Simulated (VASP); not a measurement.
# Rh (Fm-3m) in VASP: further runs

The runs below take Rh through single point, relaxation of cell and atoms, with LDA.

All numbers are computed with VASP 6.6.1; they aren't measurements. Logs are shortened: lines on timing, memory, paths and dates and some standing lists are left out, and cuts for length are marked.

## (1) The cell of the first run

It takes space group Fm-3m (No. 225, cubic). The conventional cell has a = 3.754 Å, b = 3.754 Å, c = 3.754 Å, α = 90.00°, β = 90.00°, γ = 90.00°. Rh (site symmetry m-3m) has 12 Rh at 2.65 Å within 3.5 Å.

## (2) Single point, LDA

File INCAR:

```
SYSTEM = Rh
  PREC = Accurate
  ENCUT = 520
  EDIFF = 1E-6
  ISMEAR = 1
  SIGMA = 0.05
  LREAL = .False.
  LASPH = .True.
  NELM = 80
  ALGO = Normal
  ISIF = 2
  LWAVE = .False.
  LCHARG = .False.
  NBANDS = 14
```

File KPOINTS:

```
regular mesh
0
Gamma
  20 20 20
  0 0 0
```

File POSCAR:

```
Rh
1.0
    0.0000000000      1.8768047770      1.8768047770
    1.8768047770      0.0000000000      1.8768047770
    1.8768047770      1.8768047770      0.0000000000
Rh
1
Direct
    0.0000000000      0.0000000000      0.0000000000
```

Potentials or basis: VASP PAW LDA potentials, release 64 (Rh_pv).

The run is started by

```
$ cat potpaw_LDA.64/Rh_pv/POTCAR > POTCAR
$ mpirun -np 1 vasp_std > vasp.out
```

OUTCAR:

```text
SYSTEM = Rh
   PREC = Accurate
   ENCUT = 520
   EDIFF = 1E-6
   ISMEAR = 1
   LREAL = .False.
   LASPH = .True.
   NELM = 80
   ISIF = 2

 ion  position               nearest neighbor table
   1  0.000  0.000  0.000-

  LATTYP: Found a face centered cubic cell.
 ALAT       =     3.7536095540

  Lattice vectors:

 A1 = (   0.0000000000,   1.8768047770,   1.8768047770)
 A2 = (   1.8768047770,   0.0000000000,   1.8768047770)
 A3 = (   1.8768047770,   1.8768047770,   0.0000000000)

Analysis of symmetry for initial positions (statically):
=====================================================================
 Subroutine PRICEL returns:
 Original cell was already a primitive cell.

 Routine SETGRP: Setting up the symmetry group for a
 face centered cubic supercell.

 Subroutine GETGRP returns: Found 48 space group operations
 (whereof 48 operations were pure point group operations)
 out of a pool of 48 trial point group operations.

The static configuration has the point symmetry O_h .

Analysis of symmetry for dynamics (positions and initial velocities):
=====================================================================
 Subroutine PRICEL returns:
 Original cell was already a primitive cell.

 Routine SETGRP: Setting up the symmetry group for a
 face centered cubic supercell.

 Subroutine GETGRP returns: Found 48 space group operations
 (whereof 48 operations were pure point group operations)
 out of a pool of 48 trial point group operations.

The dynamic configuration has the point symmetry O_h .

 Subroutine INISYM returns: Found 48 space group operations
 (whereof 48 operations are pure point group operations),
 and found     1 'primitive' translations

----------------------------------------------------------------------------------------

                                     Primitive cell

  volume of cell :      13.2217

  direct lattice vectors                    reciprocal lattice vectors
     0.000000000  1.876804777  1.876804777    -0.266410234  0.266410234  0.266410234
     1.876804777  0.000000000  1.876804777     0.266410234 -0.266410234  0.266410234
     1.876804777  1.876804777  0.000000000     0.266410234  0.266410234 -0.266410234

  length of vectors
     2.654202770  2.654202770  2.654202770     0.461436061  0.461436061  0.461436061

  position of ions in fractional coordinates (direct lattice)
     0.000000000  0.000000000  0.000000000

  ion indices of the primitive-cell ions
   primitive index   ion index
                 1           1

[... 77 lines left out ...]
   ISIF   =      2    stress and relaxation
   ISYM   =      2    0-nonsym 1-usesym 2-fastsym
   POTIM  = 0.5000    time-step for ionic-motion
   TEBEG  =    0.0;   TEEND  =   0.0 temperature during run
   PSTRESS=    0.0 pullay stress
   NELECT =      15.0000    total number of electrons
   NUPDOWN=      -1.0000    fix difference up-down
   EMIN   =  10.00;   EMAX   =-10.00  energy-range for DOS
   EFERMI =   0.00;   METHOD = LEGACY
   ISMEAR =     1;   SIGMA  =   0.05  broadening in eV -4-tet -1-fermi 0-gaus
   EFERMI_NEDOS =   21; number of points for ismear=-14 and -15
   IALGO  =     38    algorithm
   IMIX   =      4    mixing-type and parameters
     AMIX     =   0.40;   BMIX     =  1.00
     AMIX_MAG =   1.60;   BMIX_MAG =  1.00
  volume/ion in A,a.u.               =      13.22        89.22
  Fermi-wavevector in a.u.,A,eV,Ry     =   1.707430  3.226574 39.665282  2.915316
  Thomas-Fermi vector in A             =   2.786284
   LORBIT       =      0    0 simple, 1 ext, 2 COOP (PROOUT), +10 PAW based schemes
   GGA     = CA    functional components
   LHFCALC =     F    Hartree Fock is set to
   AEXX    =    0.0000 exact exchange contribution
   IVDW    =     0    specifies the selected vdW correction
   LEPSILON=     F    determine dielectric tensor
   LRPA    =     F    only Hartree local field effects (RPA)
 non-spin polarized calculation
 Methfessel and Paxton  Order N= 1 SIGMA  =   0.05
  energy-cutoff  :      520.00
  volume of cell :       13.22
 maximum number of plane-waves:       368
   NGX =  9   NGY =  9   NGZ =  9

 number of electron      15.0000002 magnetization

 Free energy of the ion-electron system (eV)
  ---------------------------------------------------
  ext. energy  EPLUGINS =         0.00000000
  ---------------------------------------------------
  free energy    TOTEN  =        -8.68448940 eV

  energy without entropy =       -8.68431380  energy(sigma->0) =       -8.68443087

 E-fermi :  12.4561     XC(G=0): -14.6019

 val. band max:       12.4557262547   @ k =  -0.3500   0.2000   0.0500
 cond. band min:      12.4607824821   @ k =   0.4000   0.2500   0.0500
 fundamental gap:      0.0050562274
 Fermi energy:        12.4560958876

 k-point     1 :       0.0000    0.0000    0.0000
  band No.  band energies     occupation
      1     -33.7832      2.00000
      2     -33.7832      2.00000
      3     -33.7832      2.00000
      4       4.1284      2.00000
      5       9.1451      2.00000
      6       9.1451      2.00000
      7       9.1451      2.00000
      8      11.4068      2.00000
      9      11.4068      2.00000
     10      28.3566      0.00000
     11      32.6897      0.00000
     12      33.9892      0.00000
     13      33.9892      0.00000
     14      33.9892      0.00000
[... 377 lines left out ...]
      1     -34.4956      2.00000
      2     -33.9042      2.00000
      3     -33.8758      2.00000
      4       6.1779      2.00000
      5       9.2173      2.00000
      6       9.3079      2.00000
      7      10.7197      2.00000
      8      12.2447      2.00000
      9      13.0429     -0.00000
     10      24.1670      0.00000
     11      28.8735      0.00000
     12      32.6907      0.00000
     13      34.5057      0.00000
     14      36.1086      0.00000

 [... further k-points ...]
[... 5 lines left out ...]
  --------------------------------------------------------------------------------------
  -------------------------------------------------------------------------------------
  Total        0.0729336      0.0729336      0.0729336     -0.0000000     -0.0000000     -0.0000000
  in kB        8.8379437      8.8379437      8.8379437     -0.0000000     -0.0000000     -0.0000000
  external PRESSURE =       8.8379437 kB  Pullay stress =       0.0000000 kB

 VOLUME and BASIS-vectors are now :
 -----------------------------------------------------------------------------
  energy-cutoff  :      520.00
  volume of cell :       13.22
      direct lattice vectors                 reciprocal lattice vectors
     0.000000000  1.876804777  1.876804777    -0.266410234  0.266410234  0.266410234
     1.876804777  0.000000000  1.876804777     0.266410234 -0.266410234  0.266410234
     1.876804777  1.876804777  0.000000000     0.266410234  0.266410234 -0.266410234

 POSITION                                       TOTAL-FORCE (eV/Angst)
 -----------------------------------------------------------------------------------
      0.00000      0.00000      0.00000         0.000000     -0.000000     -0.000000
 -----------------------------------------------------------------------------------
    total drift:                                0.000000      0.000000      0.000000

  FREE ENERGIE OF THE ION-ELECTRON SYSTEM (eV)
  ---------------------------------------------------
  free  energy   TOTEN  =        -8.6844893992 eV

  energy  without entropy=       -8.6843138026  energy(sigma->0) =       -8.68443087
```

stdout:

```text
POSCAR found type information on POSCAR Rh
 POSCAR found :  1 types and       1 ions
 scaLAPACK will be used
 LDA part: xc-table for (Slater(with rela. corr.)+CA(PZ))
 , standard interpolation
 POSCAR, INCAR and KPOINTS ok, starting setup
 FFT: planning ... GRIDC
 FFT: planning ... GRID_SOFT
 FFT: planning ... GRID
 WAVECAR not read
 entering main loop
```

Wall time 14 s (1 thread of Intel Xeon 6975P-C (Granite Rapids), shared host); peak memory 0.15 GiB.

Results:

```yaml
Free_energy: -8.6845 eV
Pressure: 0.9 GPa
Band_gap_on_the_k_mesh: zero (an odd number of electrons rules out a gap without spin polarisation)
```

## (3) Relaxation of cell and atoms, LDA

This run uses another cell than the first one, of 13.67 Å³/atom.

File INCAR:

```
SYSTEM = Rh
PREC = Accurate
ENCUT = 600
EDIFF = 1E-7
ISMEAR = 1
SIGMA = 0.05
LREAL = .False.
LASPH = .True.
NELM = 100
ALGO = Normal
ISIF = 3
LWAVE = .False.
LCHARG = .False.
GGA = CA
IBRION = 2
NSW = 80
EDIFFG = -0.03
```

KPOINTS is that of step 2.

File POSCAR:

```
Rh
1.0
    0.0000000000      1.8978500000      1.8978500000
    1.8978500000      0.0000000000      1.8978500000
    1.8978500000      1.8978500000      0.0000000000
Rh
1
Direct
    0.0000000000      0.0000000000      0.0000000000
```

Potentials or basis: VASP PAW LDA potentials, release 64 (Rh_pv).

The run is started by

```
$ cat potpaw_LDA.64/Rh_pv/POTCAR > POTCAR
$ mpirun -np 1 vasp_std > vasp.out
```

OUTCAR:

```text
SYSTEM = Rh
   PREC = Accurate
   ENCUT = 600
   EDIFF = 1E-7
   ISMEAR = 1
   LREAL = .False.
   LASPH = .True.
   NELM = 100
   ISIF = 3
   GGA = CA
   IBRION = 2
   NSW = 80
   EDIFFG = -0.03

 ion  position               nearest neighbor table
   1  0.000  0.000  0.000-

  LATTYP: Found a face centered cubic cell.
 ALAT       =     3.7957000000

  Lattice vectors:

 A1 = (   0.0000000000,   1.8978500000,   1.8978500000)
 A2 = (   1.8978500000,   0.0000000000,   1.8978500000)
 A3 = (   1.8978500000,   1.8978500000,   0.0000000000)

Analysis of symmetry for initial positions (statically):
=====================================================================
 Subroutine PRICEL returns:
 Original cell was already a primitive cell.

 Routine SETGRP: Setting up the symmetry group for a
 face centered cubic supercell.

 Subroutine GETGRP returns: Found 48 space group operations
 (whereof 48 operations were pure point group operations)
 out of a pool of 48 trial point group operations.

The static configuration has the point symmetry O_h .

Analysis of symmetry for dynamics (positions and initial velocities):
[... 167 lines left out ...]
  Total       -0.7767536     -0.7767536     -0.7767536      0.0000000      0.0000000      0.0000000
  in kB      -91.0286677    -91.0286677    -91.0286677      0.0000000      0.0000000      0.0000000
  external PRESSURE =     -91.0286677 kB  Pullay stress =       0.0000000 kB
[... 57 lines left out ...]
--------------------------------------- Ionic step        3  -------------------------------------------

 number of electron      15.0000001 magnetization

 Free energy of the ion-electron system (eV)
  ---------------------------------------------------
  ext. energy  EPLUGINS =         0.00000000
  ---------------------------------------------------
  free energy    TOTEN  =        -8.68505770 eV

  energy without entropy =       -8.68488088  energy(sigma->0) =       -8.68499876

 E-fermi :  12.3884     XC(G=0): -14.5794

 val. band max:       12.3879717119   @ k =  -0.3500   0.2000   0.0500
 cond. band min:      12.3929851527   @ k =   0.4000   0.2500   0.0500
 fundamental gap:      0.0050134408
 Fermi energy:        12.3883741046

 k-point     1 :       0.0000    0.0000    0.0000
  band No.  band energies     occupation
      1     -33.8452      2.00000
      2     -33.8452      2.00000
      3     -33.8452      2.00000
      4       4.0871      2.00000
      5       9.0950      2.00000
      6       9.0950      2.00000
      7       9.0950      2.00000
      8      11.3444      2.00000
      9      11.3444      2.00000
     10      28.2938      0.00000
     11      32.6337      0.00000
[... 309 lines left out ...]
 k-point    24 :      -0.3500    0.0500    0.0000
  band No.  band energies     occupation
      1     -34.5490      2.00000
      2     -33.9649      2.00000
      3     -33.9368      2.00000
      4       6.1387      2.00000
      5       9.1673      2.00000
      6       9.2574      2.00000
      7      10.6607      2.00000
      8      12.1782      2.00000
      9      12.9722     -0.00000
     10      24.0649      0.00000
     11      28.8011      0.00000

 [... further k-points ...]
[... 5 lines left out ...]
  --------------------------------------------------------------------------------------
  -------------------------------------------------------------------------------------
  Total       -0.0252959     -0.0252959     -0.0252959      0.0000000      0.0000000     -0.0000000
  in kB       -3.0546300     -3.0546300     -3.0546300      0.0000000      0.0000000     -0.0000000
  external PRESSURE =      -3.0546300 kB  Pullay stress =       0.0000000 kB
[... 16 lines left out ...]
  FREE ENERGIE OF THE ION-ELECTRON SYSTEM (eV)
  ---------------------------------------------------
  free  energy   TOTEN  =        -8.6850577038 eV

  energy  without entropy=       -8.6848808758  energy(sigma->0) =       -8.68499876

 reached required accuracy - stopping structural energy minimisation
```

Run time: 34 s. Hardware: 1 thread of Intel Xeon 6975P-C (Granite Rapids), shared host; peak memory 0.17 GiB.

What came out:

| Quantity | Value |
| --- | --- |
| Free energy | -8.6851 eV |
| Relaxed volume | 13.27 Å³/atom |
| Relaxed cell | a = 2.657 Å, b = 2.657 Å, c = 2.657 Å, α = 60.00°, β = 60.00°, γ = 60.00° |
| Space group after relaxing (to 0.1 Å) | Fm-3m (No. 225) |
| Energy gained by relaxing | 12.2 meV/atom |
| Ionic steps | 3 |
| Pressure after relaxing | -0.3 GPa |
| Band gap on the k mesh | zero (an odd number of electrons rules out a gap without spin polarisation) |

The path:
```
step  energy change (eV)  largest force (eV/Å)  pressure (GPa)  volume (Å³)
   1              0.0000                0.0000           -9.10        13.67
   2              0.0880                0.0000           32.84        12.19
   3             -0.0122                0.0000           -0.31        13.27
```

Final structure:
```
CELL_PARAMETERS angstrom
0.00000 1.87899 1.87899
1.87899 0.00000 1.87899
1.87899 1.87899 0.00000
ATOMIC_POSITIONS crystal
Rh 0.00000 0.00000 0.00000
```

LDA usually gives volumes a few per cent too small. Zero-point motion and thermal expansion aren't in these numbers.
